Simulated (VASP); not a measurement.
# Na (I4/mmm) in VASP: single point with PBE

Aim: the single point of Na with PBE.

Everything below comes from runs of VASP 6.6.1. Logs are shortened: lines on timing, memory, paths and dates and some standing lists are left out, and cuts for length are marked.

**1. The cell of the first run**

It takes space group I4/mmm (No. 139, tetragonal). The conventional cell has a = 4.362 Å, b = 4.362 Å, c = 4.108 Å, α = 90.00°, β = 90.00°, γ = 90.00°. Na (site symmetry 4/mmm) has 14 Na at 3.71 to 4.36 Å within 4.9 Å.

**2. Single point, PBE (strain +0.030 along x and y, -0.030 along z)**

Input file INCAR:

```
PREC = Accurate ; ENCUT = 520
EDIFF = 1E-6 ; ISMEAR = 0
SIGMA = 0.15 ; LREAL = False
LASPH = True ; NELM = 60
ALGO = Fast ; ISIF = 2
LWAVE = False ; LCHARG = False
GGA = PE ; NBANDS = 10
```

Input file KPOINTS:

```
Automatic mesh
0
Gamma
  16 16 16
```

Input file POSCAR:

```
Na
1.0
   -2.1810250000      2.1810250000      2.0539750000
    2.1810250000     -2.1810250000      2.0539750000
    2.1810250000      2.1810250000     -2.0539750000
Na
1
Direct
    0.0000000000      0.0000000000      0.0000000000
```

Potentials or basis: VASP PAW PBE potentials, release 64 (Na_pv).

Launch:

```console
$ cat potpaw_PBE.64/Na_pv/POTCAR > POTCAR
$ mpirun -np 1 vasp_std > vasp.out
```

OUTCAR:

```text
PREC = Accurate
   ENCUT = 520
   EDIFF = 1E-6
   ISMEAR = 0
   LREAL = False
   LASPH = True
   NELM = 60
   ISIF = 2
   GGA = PE

 ion  position               nearest neighbor table
   1  0.000  0.000  0.000-

  LATTYP: Found a body centered tetragonal cell.
 ALAT       =     4.3620500000
 C/A-ratio  =     0.9417475728

  Lattice vectors:

 A1 = (  -2.1810250000,   2.1810250000,   2.0539750000)
 A2 = (   2.1810250000,  -2.1810250000,   2.0539750000)
 A3 = (   2.1810250000,   2.1810250000,  -2.0539750000)

Analysis of symmetry for initial positions (statically):
=====================================================================
 Subroutine PRICEL returns:
 Original cell was already a primitive cell.

 Routine SETGRP: Setting up the symmetry group for a
 body centered tetragonal supercell.

 Subroutine GETGRP returns: Found 16 space group operations
 (whereof 16 operations were pure point group operations)
 out of a pool of 16 trial point group operations.

The static configuration has the point symmetry D_4h.

Analysis of symmetry for dynamics (positions and initial velocities):
=====================================================================
 Subroutine PRICEL returns:
 Original cell was already a primitive cell.

 Routine SETGRP: Setting up the symmetry group for a
 body centered tetragonal supercell.

 Subroutine GETGRP returns: Found 16 space group operations
 (whereof 16 operations were pure point group operations)
 out of a pool of 16 trial point group operations.

The dynamic configuration has the point symmetry D_4h.

 Subroutine INISYM returns: Found 16 space group operations
 (whereof 16 operations are pure point group operations),
 and found     1 'primitive' translations

----------------------------------------------------------------------------------------

                                     Primitive cell

  volume of cell :      39.0820

  direct lattice vectors                    reciprocal lattice vectors
    -2.181025000  2.181025000  2.053975000     0.000000000  0.229250009  0.243430421
     2.181025000 -2.181025000  2.053975000     0.229250009  0.000000000  0.243430421
     2.181025000  2.181025000 -2.053975000     0.229250009  0.229250009  0.000000000

  length of vectors
     3.705745998  3.705745998  3.705745998     0.334385910  0.334385910  0.324208471

  position of ions in fractional coordinates (direct lattice)
     0.000000000  0.000000000  0.000000000

  ion indices of the primitive-cell ions
   primitive index   ion index
                 1           1

----------------------------------------------------------------------------------------

 KPOINTS: Automatic mesh

Automatic generation of k-mesh.
 Grid dimensions read from file:
 generate k-points for:   16   16   16

 Generating k-lattice:

  Cartesian coordinates                     Fractional coordinates (reciprocal lattice)
     0.000000000  0.014328126  0.015214401     0.062500000  0.000000000 -0.000000000
     0.014328126  0.000000000  0.015214401     0.000000000  0.062500000 -0.000000000
     0.014328126  0.014328126  0.000000000     0.000000000  0.000000000  0.062500000

  Length of vectors
     0.020899119  0.020899119  0.020263029

  Shift w.r.t. Gamma in fractional coordinates (k-lattice)
     0.000000000  0.000000000  0.000000000

 Subroutine IBZKPT returns following result:
 ===========================================

 Found    349 irreducible k-points:

 Following reciprocal coordinates:
            Coordinates               Weight
  0.000000  0.000000  0.000000      1.000000
  0.062500  0.000000 -0.000000      8.000000
  0.125000  0.000000 -0.000000      8.000000
  0.187500 -0.000000  0.000000      8.000000
  0.250000  0.000000 -0.000000      8.000000
  0.312500  0.000000 -0.000000      8.000000
[... 16 lines left out ...]
 -0.125000  0.062500  0.000000     16.000000
 -0.062500  0.062500  0.000000      4.000000
 [... further k-points ...]
   k-points           NKPTS =    349   k-points in BZ     NKDIM =    349   number of bands    NBANDS=     10
   number of dos      NEDOS =    301   number of ions     NIONS =      1
   total plane-waves  NPLWV =  21952
   dimension x,y,z NGX =    28 NGY =   28 NGZ =   28
   dimension x,y,z NGXF=    56 NGYF=   56 NGZF=   56
   ions per type =               1
   NGX,Y,Z   is equivalent  to a cutoff of  12.56, 12.56, 12.56 a.u.
   NGXF,Y,Z  is equivalent  to a cutoff of  25.12, 25.12, 25.12 a.u.
 SYSTEM =  unknown system
   PREC   = accura    normal or accurate (medium, high low for compatibility)
   ISTART =      0    job   : 0-new  1-cont  2-samecut
   ICHARG =      2    charge: 1-file 2-atom 10-const
   ISPIN  =      1    spin polarized calculation?
   LNONCOLLINEAR =      F non collinear calculations
   LSORBIT =      F    spin-orbit coupling
   LASPH  =      T    aspherical Exc in radial PAW
   ENCUT  =  520.0 eV  38.22 Ry    6.18 a.u.   6.89  6.89  6.89*2*pi/ulx,y,z
   NELM   =     60;   NELMIN=  2; NELMDL= -5     # of ELM steps
   EDIFF  = 0.1E-05   stopping-criterion for ELM
   LREAL  =      F    real-space projection
   EDIFFG = 0.1E-04   stopping-criterion for IOM
   NSW    =      0    number of steps for IOM
   IBRION =     -1    ionic relax: 0-MD 1-quasi-New 2-CG
   NFREE  =      0    steps in history (QN), initial steepest desc. (CG)
   ISIF   =      2    stress and relaxation
   ISYM   =      2    0-nonsym 1-usesym 2-fastsym
   POTIM  = 0.5000    time-step for ionic-motion
   TEBEG  =    0.0;   TEEND  =   0.0 temperature during run
   PSTRESS=    0.0 pullay stress
   NELECT =       7.0000    total number of electrons
   NUPDOWN=      -1.0000    fix difference up-down
   EMIN   =  10.00;   EMAX   =-10.00  energy-range for DOS
   EFERMI =   0.00;   METHOD = LEGACY
   ISMEAR =     0;   SIGMA  =   0.15  broadening in eV -4-tet -1-fermi 0-gaus
   EFERMI_NEDOS =   21; number of points for ismear=-14 and -15
   IALGO  =     68    algorithm
   IMIX   =      4    mixing-type and parameters
     AMIX     =   0.40;   BMIX     =  1.00
     AMIX_MAG =   1.60;   BMIX_MAG =  1.00
  volume/ion in A,a.u.               =      39.08       263.74
  Fermi-wavevector in a.u.,A,eV,Ry     =   0.922817  1.743870 11.586590  0.851590
  Thomas-Fermi vector in A             =   2.048385
   LORBIT       =      0    0 simple, 1 ext, 2 COOP (PROOUT), +10 PAW based schemes
   GGA     = PE    functional components
   LHFCALC =     F    Hartree Fock is set to
   AEXX    =    0.0000 exact exchange contribution
   IVDW    =     0    specifies the selected vdW correction
   LEPSILON=     F    determine dielectric tensor
   LRPA    =     F    only Hartree local field effects (RPA)
 non-spin polarized calculation
 RMM-DIIS sequential band-by-band and
 Gauss-broadening in eV      SIGMA  =   0.15
  energy-cutoff  :      520.00
  volume of cell :       39.08
 maximum number of plane-waves:      1088
   NGX = 13   NGY = 13   NGZ = 13

 number of electron       7.0000003 magnetization

 Free energy of the ion-electron system (eV)
  ---------------------------------------------------
  ext. energy  EPLUGINS =         0.00000000
  ---------------------------------------------------
  free energy    TOTEN  =        -1.31096682 eV

  energy without entropy =       -1.30578282  energy(sigma->0) =       -1.30837482

 E-fermi :   0.1804     XC(G=0):  -6.3663

 val. band max:        0.1791593503   @ k =  -0.3125   0.3750   0.2500
 cond. band min:       0.1854684418   @ k =   0.5000   0.3750   0.0625
 fundamental gap:      0.0063090916
 Fermi energy:         0.1804241725

 k-point     1 :       0.0000    0.0000    0.0000
  band No.  band energies     occupation
      1     -24.7620      2.00000
      2     -24.7617      2.00000
      3     -24.7617      2.00000
      4      -2.9871      2.00000
      5      11.0018      0.00000
      6      11.9034      0.00000
      7      11.9035      0.00000
      8      12.1170      0.00000
      9      12.5340      0.00000
     10      12.5429      0.00000

 k-point     2 :       0.0625    0.0000   -0.0000
  band No.  band energies     occupation
      1     -24.7630      2.00000
      2     -24.7621      2.00000
      3     -24.7618      2.00000
      4      -2.9193      2.00000
      5      10.6334      0.00000
      6      10.8829      0.00000
      7      11.4672      0.00000
      8      11.5917      0.00000
      9      12.4023      0.00000
     10      13.0219      0.00000

 k-point     3 :       0.1250    0.0000   -0.0000
  band No.  band energies     occupation
      1     -24.7662      2.00000
      2     -24.7632      2.00000
      3     -24.7619      2.00000
      4      -2.7163      2.00000
      5       9.2766      0.00000
      6      10.0041      0.00000
      7      10.7854      0.00000
      8      10.9085      0.00000
      9      11.9589      0.00000
     10      13.3171      0.00000

 k-point     4 :       0.1875   -0.0000    0.0000
  band No.  band energies     occupation
      1     -24.7709      2.00000
      2     -24.7649      2.00000
      3     -24.7620      2.00000
      4      -2.3796      2.00000
      5       7.6939      0.00000
      6       9.4037      0.00000
      7      10.1646      0.00000
      8      10.2970      0.00000
      9      11.4801      0.00000
     10      13.5803      0.00000

 k-point     5 :       0.2500    0.0000   -0.0000
  band No.  band energies     occupation
      1     -24.7766      2.00000
      2     -24.7669      2.00000
      3     -24.7621      2.00000
      4      -1.9117      2.00000
      5       6.1951      0.00000
      6       8.8892      0.00000
      7       9.6524      0.00000
      8       9.7927      0.00000
      9      11.0078      0.00000
     10      13.9125      0.00000

 k-point     6 :       0.3125    0.0000   -0.0000
  band No.  band energies     occupation
      1     -24.7821      2.00000
      2     -24.7689      2.00000
      3     -24.7622      2.00000
      4      -1.3160      2.00000
      5       4.7952      0.00000
      6       8.4785      0.00000
      7       9.2562      0.00000
      8       9.4014      0.00000
      9      10.5968      0.00000
     10      14.3400      0.00000
[... 183 lines left out ...]
 k-point    21 :      -0.2500    0.0625    0.0000
  band No.  band energies     occupation
      1     -24.7740      2.00000
      2     -24.7658      2.00000
      3     -24.7623      2.00000
      4      -2.1278      2.00000
      5       6.9909      0.00000
      6       8.2710      0.00000
      7       9.8698      0.00000
      8      10.3585      0.00000
      9      12.0168      0.00000
     10      13.6052      0.00000

 k-point    22 :      -0.1875    0.0625   -0.0000
  band No.  band energies     occupation
      1     -24.7690      2.00000
      2     -24.7638      2.00000
      3     -24.7622      2.00000
      4      -2.5261      2.00000
      5       8.4317      0.00000
      6       8.9217      0.00000
      7      10.4472      0.00000
      8      10.8912      0.00000
      9      12.4157      0.00000
     10      13.2663      0.00000

 k-point    23 :      -0.1250    0.0625    0.0000
  band No.  band energies     occupation
      1     -24.7651      2.00000
      2     -24.7626      2.00000
      3     -24.7619      2.00000
      4      -2.7920      2.00000
      5       9.3690      0.00000
      6      10.2322      0.00000
      7      11.0878      0.00000
      8      11.4384      0.00000
      9      12.4845      0.00000
     10      13.0937      0.00000

 k-point    24 :      -0.0625    0.0625    0.0000
  band No.  band energies     occupation
      1     -24.7628      2.00000
      2     -24.7623      2.00000
      3     -24.7616      2.00000
      4      -2.9233      2.00000
      5      10.1124      0.00000
      6      11.4933      0.00000
      7      11.6392      0.00000
      8      11.6751      0.00000
      9      12.3234      0.00000
     10      12.6673      0.00000

 [... further k-points ...]

------------------------ aborting loop because EDIFF is reached ----------------------------------------

  FORCE on cell =-STRESS in cart. coord.  units (eV):
  Direction    XX          YY          ZZ          XY          YZ          ZX
  --------------------------------------------------------------------------------------
  -------------------------------------------------------------------------------------
  Total       -0.1283176     -0.1283176     -0.0971047      0.0000000      0.0000000      0.0000000
  in kB       -5.2604198     -5.2604198     -3.9808379      0.0000000      0.0000000      0.0000000
  external PRESSURE =      -4.8338925 kB  Pullay stress =       0.0000000 kB

 VOLUME and BASIS-vectors are now :
 -----------------------------------------------------------------------------
  energy-cutoff  :      520.00
  volume of cell :       39.08
      direct lattice vectors                 reciprocal lattice vectors
    -2.181025000  2.181025000  2.053975000     0.000000000  0.229250009  0.243430421
     2.181025000 -2.181025000  2.053975000     0.229250009  0.000000000  0.243430421
     2.181025000  2.181025000 -2.053975000     0.229250009  0.229250009  0.000000000

 POSITION                                       TOTAL-FORCE (eV/Angst)
 -----------------------------------------------------------------------------------
      0.00000      0.00000      0.00000        -0.000000      0.000000      0.000000
 -----------------------------------------------------------------------------------
    total drift:                                0.000000     -0.000000     -0.000000

  FREE ENERGIE OF THE ION-ELECTRON SYSTEM (eV)
  ---------------------------------------------------
  free  energy   TOTEN  =        -1.3109668213 eV

  energy  without entropy=       -1.3057828245  energy(sigma->0) =       -1.30837482
```

Wall time 74 s (1 thread of Intel Xeon Platinum 8375C at 2.90GHz (Ice Lake), shared host); peak memory 0.23 GiB.

Results:

```yaml
Free_energy: -1.3110 eV
Pressure: -0.5 GPa
Band_gap_on_the_k_mesh: zero (an odd number of electrons rules out a gap without spin polarisation)
```

Stress tensor (GPa, compression positive):
```
-0.53  0.00  0.00
 0.00 -0.53  0.00
 0.00  0.00 -0.40
```

Caveat: the cell differs from its parent crystal (strain +0.030 along x and y, -0.030 along z).
